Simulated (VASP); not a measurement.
ZnS:

```
CELL_PARAMETERS angstrom
0.00000 2.73756 2.73756
2.73756 0.00000 2.73756
2.73756 2.73756 0.00000
ATOMIC_POSITIONS crystal
Zn 0.75000 0.75000 0.75000
S 0.00000 0.00000 0.00000
```

Base run:

```yaml
Program: VASP 6.6.1
Functional: r2SCAN
Dispersion: D4
Potentials_or_basis: VASP PAW PBE potentials, release 64 (Zn, S)
Cutoff: 520 eV
k_mesh: 9 × 9 × 9
Occupations: fermi-dirac, width 0.05 eV
Spin: no spin polarisation
```

Its results: band gap on the k mesh 2.49 eV, direct; pressure -4.2 GPa.

The run is repeated on the same cell with these changes: dispersion from D4 to rVV10; occupations from fermi-dirac, width 0.05 eV to gaussian, width 0.01 eV. What comes out?

Band gap on the k mesh 2.44 eV, direct; pressure -4.1 GPa.

Caveats: the PAW data sets were made with another functional, which shifts forces and pressure a little.

